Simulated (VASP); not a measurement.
# Al16N16O (a cell with a defect) in VASP: a series of runs

The runs below take Al16N16O (a cell with a defect) through single point, with PBE.

Everything below comes from runs of VASP 6.6.1. Logs are shortened: lines on timing, memory, paths and dates and some standing lists are left out, and cuts for length are marked.

## Step 1: The cell of the first run

The cell holds a defect, 33 atoms: a = 6.260 Å, b = 6.260 Å, c = 10.035 Å, α = 90.00°, β = 90.00°, γ = 120.00°.

## Step 2: Single point, PBE

Contents of INCAR:

```
PREC = Accurate
ENCUT = 520
EDIFF = 1E-6
ISMEAR = -1
SIGMA = 0.01
LREAL = Auto
LASPH = True
NELM = 120
ALGO = Normal
ISIF = 2
LWAVE = False
LCHARG = True
GGA = PE
LELF = True
LVHAR = True
NELECT = 136.0
NBANDS = 89
GGA_COMPAT = False
```

Contents of KPOINTS:

```
Automatic mesh
0
Gamma
  1 1 1
```

Contents of POSCAR:

```
Al16N16O
1.0
    6.2595139092      0.0000000618      0.0000000000
   -3.1297570081      5.4208980298      0.0000000000
    0.0000000000      0.0000000000     10.0348065900
Al N O
16 16 1
Direct
    0.2985952892      0.1515775524      0.1852138335
    0.1643079654      0.3047231998      0.4888664736
    0.3399257011      0.1745017198      0.7196668109
    0.1617069716      0.3391111884      0.9860824170
    0.3238246200      0.6604749026      0.2318833036
    0.1634939829      0.8545723513      0.4431158262
    0.3340883645      0.6736346004      0.7520663484
    0.1634619204      0.8243620295      0.9709792169
    0.8404055923      0.1631843719      0.2559778569
    0.6776260621      0.3373277735      0.5171542747
    0.8356565137      0.1694209724      0.7471655945
    0.6677246426      0.3282822561      1.0037075767
    0.8236323500      0.6537493226      0.2406576200
    0.6536322776      0.8259951722      0.4920960764
    0.8305967603      0.6762210026      0.7634750006
    0.6652651257      0.8317341520      1.0036269455
    0.3460642167      0.1404544518      0.5383966830
    0.1432728288      0.3500811060      0.1663121933
    0.3317973790      0.1697681191      0.9822503149
    0.1640574026      0.3467609345      0.6945585039
    0.3219389920      0.6574087179      0.4247344236
    0.1483139116      0.8031838462      0.1693423138
    0.3498173580      0.6645141857      0.9379759599
    0.1673137954      0.8472348136      0.7679727229
    0.8217001501      0.1648286907      0.4516621415
    0.6517042671      0.3146798377      0.1980310789
    0.8261530537      0.1576425507      0.9359837948
    0.6924118412      0.3567831740      0.7099018080
    0.8172001426      0.6507922850      0.4385212374
    0.6636945970      0.8311130835      0.1945001618
    0.8136231510      0.6556592282      0.9529054157
    0.6626771432      0.8328577769      0.6846213950
    0.1313013256      0.0839218802      0.3399720114
```

Potentials or basis: VASP PAW PBE potentials, release 64 (Al, N, O).

Launch:

```
$ cat potpaw_PBE.64/Al/POTCAR potpaw_PBE.64/N/POTCAR potpaw_PBE.64/O/POTCAR > POTCAR
$ mpirun -np 1 vasp_gam > vasp.out
```

OUTCAR:

```text
PREC = Accurate
   ENCUT = 520
   EDIFF = 1E-6
   ISMEAR = -1
   LREAL = Auto
   LASPH = True
   NELM = 120
   ISIF = 2
   GGA = PE
   NELECT = 136.0

 ion  position               nearest neighbor table
   1  0.299  0.152  0.185-  33 1.80  22 1.90  26 1.92  18 1.93  19 2.04   4 2.67  12 2.71   8 2.79
                             9 2.99   6 3.05  13 3.10   5 3.14   5 3.19  13 3.27
   2  0.164  0.305  0.489-  25 1.90  17 1.94  33 1.97  21 2.02  20 2.08   3 2.85   6 2.85   9 2.93
                            14 3.10  10 3.13  11 3.15  10 3.17  14 3.17   5 3.22   7 3.31
   3  0.340  0.175  0.720-  17 1.83  24 1.84  20 1.90  28 1.91  10 2.74   2 2.85  11 3.13   7 3.13
                            15 3.14  11 3.15   8 3.16   7 3.16  15 3.18   4 3.26   6 3.27  12 3.36
   4  0.162  0.339  0.986-  18 1.82  23 1.84  19 1.84  27 1.89   1 2.67   7 2.97  11 2.98   5 3.02
                             8 3.04  12 3.06  16 3.12  16 3.15  12 3.21   9 3.22   8 3.23   3 3.26
   5  0.324  0.660  0.232-  18 1.81  22 1.84  30 1.88  21 1.94   6 2.86  16 2.94   4 3.02   9 3.08
                            13 3.11   1 3.14  13 3.15   8 3.15  14 3.16   1 3.19   9 3.20   2 3.22
   6  0.163  0.855  0.443-  17 1.84  33 1.86  29 1.89  21 1.94  13 2.75   2 2.85   5 2.86   1 3.05
                            14 3.14  14 3.20  10 3.21  10 3.23   3 3.27
   7  0.334  0.674  0.752-  24 1.85  20 1.86  23 1.87  32 1.91   8 2.80   4 2.97  16 3.10  15 3.10
                            11 3.12  14 3.13   3 3.13  11 3.14   3 3.16  15 3.16   2 3.31
   8  0.163  0.824  0.971-  19 1.88  31 1.91  23 1.91  22 1.99  24 2.04  15 2.76   1 2.79   7 2.80
                             4 3.04  12 3.12  16 3.14   5 3.15   3 3.16  16 3.16  12 3.17   4 3.23
   9  0.840  0.163  0.256-  18 1.89  30 1.90  26 1.94  25 1.97  33 2.27   2 2.93   1 2.99  14 2.99
                             5 3.08  16 3.11  12 3.12  13 3.13  13 3.14  10 3.19   5 3.20   4 3.22
  10  0.678  0.337  0.517-  17 1.82  25 1.84  29 1.88  28 1.94   3 2.74  11 2.91  15 3.08   2 3.13
                            14 3.14  14 3.15   2 3.17   9 3.19   6 3.21   6 3.23  13 3.26
  11  0.836  0.169  0.747-  28 1.84  20 1.86  27 1.90  32 1.93  10 2.91   4 2.98  15 3.08   7 3.12
                            12 3.13   3 3.13   7 3.14   2 3.15   3 3.15  16 3.16  14 3.17  15 3.19
  12  0.668  0.328  0.004-  19 1.83  31 1.85  27 1.91  26 1.95   1 2.71  13 2.96  15 3.06   4 3.06
                            16 3.10   8 3.12   9 3.12  11 3.13  16 3.16   8 3.17   4 3.21   3 3.36
  13  0.824  0.654  0.241-  30 1.89  26 1.89  22 1.90  29 1.99  33 2.60   6 2.75  12 2.96  16 3.00
                             1 3.10   5 3.11   9 3.13  14 3.13   9 3.14   5 3.15  10 3.26   1 3.27
  14  0.654  0.826  0.492-  25 1.88  29 1.91  21 1.92  32 1.93   9 2.99   2 3.10   7 3.13  13 3.13
                            10 3.14   6 3.14  10 3.15   5 3.16  11 3.17   2 3.17   6 3.20  15 3.25
  15  0.831  0.676  0.763-  28 1.82  24 1.83  31 1.90  32 1.93   8 2.76  16 2.97  12 3.06  11 3.08
[... 4 lines left out ...]
  18  0.143  0.350  0.166-   5 1.81   4 1.82   9 1.89   1 1.93
  19  0.332  0.170  0.982-  12 1.83   4 1.84   8 1.88   1 2.04
  20  0.164  0.347  0.695-  11 1.86   7 1.86   3 1.90   2 2.08
  21  0.322  0.657  0.425-  14 1.92   5 1.94   6 1.94   2 2.02
  22  0.148  0.803  0.169-   5 1.84   1 1.90  13 1.90   8 1.99
[... 205 lines left out ...]
     AMIX     =   0.40;   BMIX     =  1.00
     AMIX_MAG =   1.60;   BMIX_MAG =  1.00
  volume/ion in A,a.u.               =      10.32        69.63
  Fermi-wavevector in a.u.,A,eV,Ry     =   1.205630  2.278311 19.776675  1.453545
  Thomas-Fermi vector in A             =   2.341321
   LORBIT       =      0    0 simple, 1 ext, 2 COOP (PROOUT), +10 PAW based schemes
   GGA     = PE    functional components
   LHFCALC =     F    Hartree Fock is set to
   AEXX    =    0.0000 exact exchange contribution
   IVDW    =     0    specifies the selected vdW correction
   LEPSILON=     F    determine dielectric tensor
   LRPA    =     F    only Hartree local field effects (RPA)
 non-spin polarized calculation
  energy-cutoff  :      520.00
  volume of cell :      340.50
 maximum number of plane-waves:      4582
 NGX is ok and might be reduce to    48
   NGX = 23   NGY = 23   NGZ = 37

 number of electron     136.0000003 magnetization

 Free energy of the ion-electron system (eV)
  ---------------------------------------------------
  ext. energy  EPLUGINS =         0.00000000
  ---------------------------------------------------
  free energy    TOTEN  =      -217.28908255 eV

  energy without entropy =     -217.28908255  energy(sigma->0) =     -217.28908255

 E-fermi :   7.2428     XC(G=0): -10.9615

 val. band max:        6.9292940405   @ k =   0.0000   0.0000   0.0000
 cond. band min:      10.0768308829   @ k =   0.0000   0.0000   0.0000
 fundamental gap:      3.1475368424
 Fermi energy:         7.2427832166

 k-point     1 :       0.0000    0.0000    0.0000
  band No.  band energies     occupation
      1     -11.4912      2.00000
      2      -8.9465      2.00000
      3      -8.2263      2.00000
      4      -7.8032      2.00000
      5      -7.1136      2.00000
      6      -7.0968      2.00000
[... 72 lines left out ...]
     79      12.3621      0.00000
     80      12.5972      0.00000
 [bands above 80 left out]

------------------------ aborting loop because EDIFF is reached ----------------------------------------

  FORCE on cell =-STRESS in cart. coord.  units (eV):
  Direction    XX          YY          ZZ          XY          YZ          ZX
  --------------------------------------------------------------------------------------
  -------------------------------------------------------------------------------------
  Total       41.3416744     40.9189664     33.9870220      2.1780235      2.1689378      3.3685802
  in kB      194.5260592    192.5370802    159.9200216     10.2483109     10.2055598     15.8502685
  external PRESSURE =     182.3277203 kB  Pullay stress =       0.0000000 kB

 VOLUME and BASIS-vectors are now :
 -----------------------------------------------------------------------------
  energy-cutoff  :      520.00
  volume of cell :      340.50
      direct lattice vectors                 reciprocal lattice vectors
     6.259513909  0.000000062  0.000000000     0.159756813  0.092235641  0.000000000
    -3.129757008  5.420898030  0.000000000    -0.000000002  0.184471279  0.000000000
     0.000000000  0.000000000 10.034806590     0.000000000  0.000000000  0.099653141

 POSITION                                       TOTAL-FORCE (eV/Angst)
 -----------------------------------------------------------------------------------
      1.39466      0.82169      1.85858         0.009242      0.004354     -0.018813
      0.07478      1.65187      4.90568        -0.007264      0.002981      0.005013
      1.58162      0.94596      7.22172         0.002102      0.007233      0.002667
     -0.04913      1.83829      9.89515         0.001276      0.000713      0.002609
     -0.04014      3.58037      2.32690        -0.003583      0.000941     -0.009036
     -1.65121      4.63255      4.44658        -0.000567     -0.014197      0.005157
[... 25 lines left out ...]
      1.54139      4.51484      6.87004        -0.001522      0.003451      0.002099
      0.55923      0.45493      3.41155        -0.015085      0.000675     -0.005178
 -----------------------------------------------------------------------------------
    total drift:                                0.001559     -0.000133      0.015150

  FREE ENERGIE OF THE ION-ELECTRON SYSTEM (eV)
  ---------------------------------------------------
  free  energy   TOTEN  =      -217.2890825531 eV

  energy  without entropy=     -217.2890825531  energy(sigma->0) =     -217.28908255
```

OSZICAR:

```text
N       E                     dE             d eps       ncg     rms          rms(c)
DAV:   1     0.102272129961E+04    0.10227E+04   -0.74835E+04   178   0.148E+03
DAV:   2    -0.161632170449E+03   -0.11844E+04   -0.11295E+04   235   0.328E+02
DAV:   3    -0.262862695440E+03   -0.10123E+03   -0.10027E+03   204   0.101E+02
DAV:   4    -0.264943509613E+03   -0.20808E+01   -0.20718E+01   212   0.161E+01
DAV:   5    -0.264976726737E+03   -0.33217E-01   -0.33185E-01   212   0.205E+00    0.375E+01
DAV:   6    -0.217627314532E+03    0.47349E+02   -0.19230E+02   204   0.390E+01    0.129E+01
DAV:   7    -0.217458488644E+03    0.16883E+00   -0.68884E+00   196   0.814E+00    0.888E+00
DAV:   8    -0.217293908713E+03    0.16458E+00   -0.70295E-01   212   0.366E+00    0.155E+00
DAV:   9    -0.217284560841E+03    0.93479E-02   -0.17476E-01   204   0.150E+00    0.807E-01
DAV:  10    -0.217286978208E+03   -0.24174E-02   -0.40695E-02   204   0.773E-01    0.426E-01
DAV:  11    -0.217288123327E+03   -0.11451E-02   -0.69373E-03   220   0.378E-01    0.204E-01
DAV:  12    -0.217289018047E+03   -0.89472E-03   -0.17641E-03   196   0.176E-01    0.662E-02
DAV:  13    -0.217289071526E+03   -0.53479E-04   -0.50657E-04   212   0.853E-02    0.413E-02
DAV:  14    -0.217289073597E+03   -0.20708E-05   -0.87770E-05   204   0.411E-02    0.226E-02
DAV:  15    -0.217289080775E+03   -0.71786E-05   -0.31428E-05   196   0.198E-02    0.106E-02
DAV:  16    -0.217289082284E+03   -0.15084E-05   -0.52199E-06   196   0.951E-03    0.261E-03
DAV:  17    -0.217289082553E+03   -0.26955E-06   -0.15766E-06   124   0.480E-03
   1 F= -.21728908E+03 E0= -.21728908E+03  d E =-.156604E-13
```

stdout:

```text
POSCAR found type information on POSCAR AlN O
 POSCAR found :  3 types and      33 ions
 scaLAPACK will be used
 LDA part: xc-table for (Slater+PW92), standard interpolation
 POSCAR, INCAR and KPOINTS ok, starting setup
 FFT: planning ... GRIDC
 FFT: planning ... GRID_SOFT
 FFT: planning ... GRID
 WAVECAR not read
 entering main loop
 the old and the new charge density differ
 old charge density:   134.00000 new  136.00000
    0.375E+01
```

It took 2.2 min on 1 thread of Intel Xeon 8259CL, shared host; peak memory 0.41 GiB.

Results:

- Free energy: -217.2891 eV
- Largest force: 0.021 eV/Å

Forces on the atoms (eV/Å):
```
Al   0.009  0.004 -0.019
Al  -0.007  0.003  0.005
Al   0.002  0.007  0.003
Al   0.001  0.001  0.003
Al  -0.004  0.001 -0.009
Al  -0.001 -0.014  0.005
Al   0.005  0.001  0.008
Al   0.002 -0.002 -0.008
Al   0.009 -0.007 -0.002
Al   0.006  0.003  0.003
Al  -0.002  0.005 -0.002
Al   0.000 -0.002 -0.006
Al   0.004  0.006  0.003
Al   0.000  0.003  0.004
Al  -0.003 -0.002  0.005
Al  -0.002 -0.003 -0.001
N    0.003  0.004 -0.011
N   -0.003 -0.005  0.011
N   -0.004 -0.008 -0.012
N    0.003  0.001  0.004
N   -0.002  0.003  0.004
N    0.004  0.005  0.014
N    0.001  0.000  0.003
N    0.002  0.003 -0.004
N   -0.003  0.002 -0.002
N   -0.003 -0.006 -0.001
N    0.003  0.000  0.001
N   -0.005  0.002 -0.003
N    0.002 -0.004  0.005
N   -0.005 -0.004  0.005
N    0.001  0.000 -0.001
N   -0.002  0.003  0.002
O   -0.015  0.001 -0.005
```

Caveat: the k points lie up to 1.16 Å⁻¹ apart; the cell carries a net charge on a neutralising background, which shifts energy and pressure; the cell is charged against a uniform background, so pressure and absolute levels hang on convention.

(Part 1 of 2 ends here.)
